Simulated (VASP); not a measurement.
# Na in VASP: a series of runs

Runs on Na. Level: PBEsol. Tasks: single point.

All numbers are computed with VASP 6.6.1; they aren't measurements. Logs are shortened: lines on timing, memory, paths and dates and some standing lists are left out, and cuts for length are marked.

**1. The cell of the first run**

It takes space group Im-3m (No. 229, cubic). The conventional cell has a = 4.277 Å, b = 4.277 Å, c = 4.277 Å, α = 90.00°, β = 90.00°, γ = 90.00°. Within 4.9 Å of Na (site symmetry m-3m) lie 14 Na at 3.70 to 4.28 Å.

**2. Single point, PBEsol (volume scaled by 1.03)**

INCAR reads:

```
SYSTEM = Na
PREC = Accurate
ENCUT = 520
EDIFF = 1E-6
ISMEAR = -1
SIGMA = 0.05
LREAL = .FALSE.
LASPH = .TRUE.
NELM = 100
ALGO = Normal
ISIF = 2
LWAVE = .FALSE.
LCHARG = .TRUE.
GGA = PS
LELF = .TRUE.
LVHAR = .TRUE.
NBANDS = 10
```

KPOINTS reads:

```
regular mesh
0
G
  12 12 12
  0 0 0
```

POSCAR reads:

```
Na
1.0
   -2.1384667101      2.1384667101      2.1384667101
    2.1384667101     -2.1384667101      2.1384667101
    2.1384667101      2.1384667101     -2.1384667101
Na
1
Direct
    0.0000000000      0.0000000000      0.0000000000
```

Potentials or basis: VASP PAW PBE potentials, release 64 (Na_pv).

Started as:

```console
$ cat potpaw_PBE.64/Na_pv/POTCAR > POTCAR
$ mpirun -np 1 vasp_std > vasp.out
```

OUTCAR:

```text
SYSTEM = Na
   PREC = Accurate
   ENCUT = 520
   EDIFF = 1E-6
   ISMEAR = -1
   LREAL = .FALSE.
   LASPH = .TRUE.
   NELM = 100
   ISIF = 2
   GGA = PS

 ion  position               nearest neighbor table
   1  0.000  0.000  0.000-

  LATTYP: Found a body centered cubic cell.
 ALAT       =     4.2769334202

  Lattice vectors:

 A1 = (  -2.1384667101,   2.1384667101,   2.1384667101)
 A2 = (   2.1384667101,  -2.1384667101,   2.1384667101)
 A3 = (   2.1384667101,   2.1384667101,  -2.1384667101)

Analysis of symmetry for initial positions (statically):
=====================================================================
 Subroutine PRICEL returns:
 Original cell was already a primitive cell.

 Routine SETGRP: Setting up the symmetry group for a
 body centered cubic supercell.

 Subroutine GETGRP returns: Found 48 space group operations
 (whereof 48 operations were pure point group operations)
 out of a pool of 48 trial point group operations.

The static configuration has the point symmetry O_h .

Analysis of symmetry for dynamics (positions and initial velocities):
=====================================================================
 Subroutine PRICEL returns:
 Original cell was already a primitive cell.

 Routine SETGRP: Setting up the symmetry group for a
 body centered cubic supercell.

 Subroutine GETGRP returns: Found 48 space group operations
 (whereof 48 operations were pure point group operations)
 out of a pool of 48 trial point group operations.

The dynamic configuration has the point symmetry O_h .

 Subroutine INISYM returns: Found 48 space group operations
 (whereof 48 operations are pure point group operations),
 and found     1 'primitive' translations

----------------------------------------------------------------------------------------

                                     Primitive cell

  volume of cell :      39.1172

  direct lattice vectors                    reciprocal lattice vectors
    -2.138466710  2.138466710  2.138466710     0.000000000  0.233812384  0.233812384
     2.138466710 -2.138466710  2.138466710     0.233812384  0.000000000  0.233812384
     2.138466710  2.138466710 -2.138466710     0.233812384  0.233812384  0.000000000

  length of vectors
     3.703932992  3.703932992  3.703932992     0.330660645  0.330660645  0.330660645

  position of ions in fractional coordinates (direct lattice)
     0.000000000  0.000000000  0.000000000

  ion indices of the primitive-cell ions
   primitive index   ion index
                 1           1

----------------------------------------------------------------------------------------

 KPOINTS: regular mesh

Automatic generation of k-mesh.
 Grid dimensions read from file:
 generate k-points for:   12   12   12

 Generating k-lattice:

  Cartesian coordinates                     Fractional coordinates (reciprocal lattice)
     0.000000000  0.019484365  0.019484365     0.083333333  0.000000000  0.000000000
     0.019484365  0.000000000  0.019484365     0.000000000  0.083333333  0.000000000
     0.019484365  0.019484365  0.000000000     0.000000000  0.000000000  0.083333333

  Length of vectors
     0.027555054  0.027555054  0.027555054

  Shift w.r.t. Gamma in fractional coordinates (k-lattice)
     0.000000000  0.000000000  0.000000000

 Subroutine IBZKPT returns following result:
 ===========================================

 Found     72 irreducible k-points:

 Following reciprocal coordinates:
            Coordinates               Weight
  0.000000  0.000000  0.000000      1.000000
  0.083333  0.000000  0.000000     12.000000
  0.166667  0.000000  0.000000     12.000000
  0.250000  0.000000  0.000000     12.000000
  0.333333  0.000000  0.000000     12.000000
  0.416667  0.000000  0.000000     12.000000
[... 16 lines left out ...]
  0.333333  0.083333  0.083333     24.000000
  0.416667  0.083333  0.083333     12.000000
 [... further k-points ...]
   k-points           NKPTS =     72   k-points in BZ     NKDIM =     72   number of bands    NBANDS=     10
   number of dos      NEDOS =    301   number of ions     NIONS =      1
   total plane-waves  NPLWV =  21952
   dimension x,y,z NGX =    28 NGY =   28 NGZ =   28
   dimension x,y,z NGXF=    56 NGYF=   56 NGZF=   56
   ions per type =               1
   NGX,Y,Z   is equivalent  to a cutoff of  12.57, 12.57, 12.57 a.u.
   NGXF,Y,Z  is equivalent  to a cutoff of  25.13, 25.13, 25.13 a.u.
 SYSTEM =  Na
   PREC   = accura    normal or accurate (medium, high low for compatibility)
   ISTART =      0    job   : 0-new  1-cont  2-samecut
   ICHARG =      2    charge: 1-file 2-atom 10-const
   ISPIN  =      1    spin polarized calculation?
   LNONCOLLINEAR =      F non collinear calculations
   LSORBIT =      F    spin-orbit coupling
   LASPH  =      T    aspherical Exc in radial PAW
   ENCUT  =  520.0 eV  38.22 Ry    6.18 a.u.   6.89  6.89  6.89*2*pi/ulx,y,z
   NELM   =    100;   NELMIN=  2; NELMDL= -5     # of ELM steps
   EDIFF  = 0.1E-05   stopping-criterion for ELM
   LREAL  =      F    real-space projection
   EDIFFG = 0.1E-04   stopping-criterion for IOM
   NSW    =      0    number of steps for IOM
   IBRION =     -1    ionic relax: 0-MD 1-quasi-New 2-CG
   NFREE  =      0    steps in history (QN), initial steepest desc. (CG)
   ISIF   =      2    stress and relaxation
   ISYM   =      2    0-nonsym 1-usesym 2-fastsym
   POTIM  = 0.5000    time-step for ionic-motion
   TEBEG  =    0.0;   TEEND  =   0.0 temperature during run
   PSTRESS=    0.0 pullay stress
   NELECT =       7.0000    total number of electrons
   NUPDOWN=      -1.0000    fix difference up-down
   EMIN   =  10.00;   EMAX   =-10.00  energy-range for DOS
   EFERMI =   0.00;   METHOD = LEGACY
   ISMEAR =    -1;   SIGMA  =   0.05  broadening in eV -4-tet -1-fermi 0-gaus
   EFERMI_NEDOS =   21; number of points for ismear=-14 and -15
   IALGO  =     38    algorithm
   IMIX   =      4    mixing-type and parameters
     AMIX     =   0.40;   BMIX     =  1.00
     AMIX_MAG =   1.60;   BMIX_MAG =  1.00
  volume/ion in A,a.u.               =      39.12       263.98
  Fermi-wavevector in a.u.,A,eV,Ry     =   0.922540  1.743347 11.579637  0.851079
  Thomas-Fermi vector in A             =   2.048078
   LORBIT       =      0    0 simple, 1 ext, 2 COOP (PROOUT), +10 PAW based schemes
   GGA     = PS    functional components
   LHFCALC =     F    Hartree Fock is set to
   AEXX    =    0.0000 exact exchange contribution
   IVDW    =     0    specifies the selected vdW correction
   LEPSILON=     F    determine dielectric tensor
   LRPA    =     F    only Hartree local field effects (RPA)
 non-spin polarized calculation
  energy-cutoff  :      520.00
  volume of cell :       39.12
 maximum number of plane-waves:      1088
   NGX = 13   NGY = 13   NGZ = 13

 number of electron       7.0000012 magnetization

 Free energy of the ion-electron system (eV)
  ---------------------------------------------------
  ext. energy  EPLUGINS =         0.00000000
  ---------------------------------------------------
  free energy    TOTEN  =        -1.39488418 eV

  energy without entropy =       -1.38941930  energy(sigma->0) =       -1.39215174

 E-fermi :   0.1223     XC(G=0):  -6.3613

 val. band max:        0.0865949445   @ k =  -0.3333   0.4167   0.1667
 cond. band min:       0.1948814528   @ k =   0.3333   0.1667  -0.0000
 fundamental gap:      0.1082865083
 Fermi energy:         0.1223183058

 k-point     1 :       0.0000    0.0000    0.0000
  band No.  band energies     occupation
      1     -24.6721      2.00000
      2     -24.6721      2.00000
      3     -24.6721      2.00000
      4      -3.0076      2.00000
      5      11.5456      0.00000
      6      11.5456      0.00000
      7      11.5456      0.00000
      8      12.5191      0.00000
      9      12.5191      0.00000
     10      13.0390      0.00000

 k-point     2 :       0.0833    0.0000    0.0000
  band No.  band energies     occupation
      1     -24.6741      2.00000
      2     -24.6728      2.00000
      3     -24.6721      2.00000
      4      -2.8898      2.00000
      5      10.0755      0.00000
      6      10.8470      0.00000
      7      11.0754      0.00000
      8      11.6475      0.00000
      9      11.9588      0.00000
     10      13.2768      0.00000

 k-point     3 :       0.1667    0.0000    0.0000
  band No.  band energies     occupation
      1     -24.6796      2.00000
      2     -24.6747      2.00000
      3     -24.6721      2.00000
      4      -2.5378      2.00000
      5       7.9635      0.00000
      6       9.9099      0.00000
      7      10.3572      0.00000
      8      10.7375      0.00000
      9      11.5505      0.00000
     10      13.4841      0.00000

 k-point     4 :       0.2500    0.0000    0.0000
  band No.  band energies     occupation
      1     -24.6870      2.00000
      2     -24.6772      2.00000
      3     -24.6721      2.00000
      4      -1.9564      2.00000
      5       5.9814      0.00000
      6       9.1426      0.00000
      7       9.7507      0.00000
      8      10.0243      0.00000
      9      11.0304      0.00000
     10      13.9989      0.00000
[... 222 lines left out ...]
 k-point    22 :       0.2500    0.0833    0.0833
  band No.  band energies     occupation
      1     -24.6947      2.00000
      2     -24.6796      2.00000
      3     -24.6738      2.00000
      4      -0.9252      2.00000
      5       4.3619      0.00000
      6       6.6284      0.00000
      7       7.6188      0.00000
      8      11.9081      0.00000
      9      12.5264      0.00000
     10      14.8107      0.00000

 k-point    23 :       0.3333    0.0833    0.0833
  band No.  band energies     occupation
      1     -24.6984      2.00000
      2     -24.6823      2.00000
      3     -24.6739      2.00000
      4       0.0839      1.36673
      5       2.7671      0.00000
      6       6.3047      0.00000
      7       7.2939      0.00000
      8      11.5991      0.00000
      9      12.3075      0.00000
     10      15.5443      0.00000

 k-point    24 :       0.4167    0.0833    0.0833
  band No.  band energies     occupation
      1     -24.6997      2.00000
      2     -24.6833      2.00000
      3     -24.6739      2.00000
      4       1.1031      0.00000
      5       1.5516      0.00000
      6       6.1968      0.00000
      7       7.1857      0.00000
      8      11.4951      0.00000
      9      12.2273      0.00000
     10      16.0347      0.00000

 [... further k-points ...]
[... 5 lines left out ...]
  --------------------------------------------------------------------------------------
  -------------------------------------------------------------------------------------
  Total       -0.1284638     -0.1284638     -0.1284638      0.0000000     -0.0000000      0.0000000
  in kB       -5.2616719     -5.2616719     -5.2616719      0.0000000     -0.0000000      0.0000000
  external PRESSURE =      -5.2616719 kB  Pullay stress =       0.0000000 kB

 VOLUME and BASIS-vectors are now :
 -----------------------------------------------------------------------------
  energy-cutoff  :      520.00
  volume of cell :       39.12
      direct lattice vectors                 reciprocal lattice vectors
    -2.138466710  2.138466710  2.138466710     0.000000000  0.233812384  0.233812384
     2.138466710 -2.138466710  2.138466710     0.233812384  0.000000000  0.233812384
     2.138466710  2.138466710 -2.138466710     0.233812384  0.233812384  0.000000000

 POSITION                                       TOTAL-FORCE (eV/Angst)
 -----------------------------------------------------------------------------------
      0.00000      0.00000      0.00000         0.000000      0.000000      0.000000
 -----------------------------------------------------------------------------------
    total drift:                                0.000000     -0.000000      0.000000

  FREE ENERGIE OF THE ION-ELECTRON SYSTEM (eV)
  ---------------------------------------------------
  free  energy   TOTEN  =        -1.3948841751 eV

  energy  without entropy=       -1.3894192970  energy(sigma->0) =       -1.39215174
```

Run time: 17 s. Hardware: 1 thread of AMD EPYC 7R43 (Zen 3), shared host; peak memory 0.12 GiB.

Results:

```
Free energy : -1.3949 eV
Pressure    : -0.5 GPa
```

Levels at points of the mesh, in eV from the Fermi level:
```csv
k point,band 1,band 2,band 3,band 4,band 5,band 6,band 7
"(0.00, 0.00, 0.00)",-24.79,-24.79,-24.79,-3.13,11.42,11.42,11.42
"(0.50, 0.00, 0.00)",-24.82,-24.80,-24.79,0.77,1.20,8.02,8.83
"(0.50, 0.50, 0.50)",-24.82,-24.82,-24.82,4.46,4.46,4.74,4.74
```

Caveat: the PAW data sets were made with another functional, which shifts forces and pressure a little.

**3. Single point, PBEsol (volume scaled by 1.04)**

INCAR reads:

```
  ALGO = Normal
  EDIFF = 1E-6
  ENCUT = 520
  GGA = PS
  ISIF = 2
  ISMEAR = -1
  LASPH = T
  LCHARG = F
  LREAL = F
  LWAVE = F
  NBANDS = 10
  NELM = 100
  PREC = Accurate
  SIGMA = 0.05
```

KPOINTS reads:

```
k-points
0
Gamma
  12 12 12
```

POSCAR reads:

```
Na
1.0
   -2.1453650376      2.1453650376      2.1453650376
    2.1453650376     -2.1453650376      2.1453650376
    2.1453650376      2.1453650376     -2.1453650376
Na
1
Direct
    0.0000000000      0.0000000000      0.0000000000
```

Potentials or basis: VASP PAW PBE potentials, release 64 (Na_pv).

Started as:

```console
$ cat potpaw_PBE.64/Na_pv/POTCAR > POTCAR
$ mpirun -np 1 vasp_std > vasp.out
```

Wall time 17 s (1 thread of AMD EPYC 7R43 (Zen 3), shared host); peak memory 0.12 GiB.

It converged, with:

- Free energy: -1.3936 eV
- Pressure: -0.6 GPa

Levels at points of the mesh, in eV from the Fermi level:
| k point | band 1 | band 2 | band 3 | band 4 | band 5 | band 6 | band 7 | band 8 |
| --- | --- | --- | --- | --- | --- | --- | --- | --- |
| (0.00, 0.00, 0.00) | -24.80 | -24.80 | -24.80 | -3.11 | 11.36 | 11.36 | 11.36 | 12.33 |
| (0.50, 0.00, 0.00) | -24.83 | -24.81 | -24.80 | 0.77 | 1.19 | 7.98 | 8.77 | 8.93 |
| (0.50, 0.50, 0.50) | -24.82 | -24.82 | -24.82 | 4.45 | 4.45 | 4.71 | 4.71 | 4.71 |

Caveat: the PAW data sets were made with another functional, which shifts forces and pressure a little.

(Continued in part 2 of 2.)
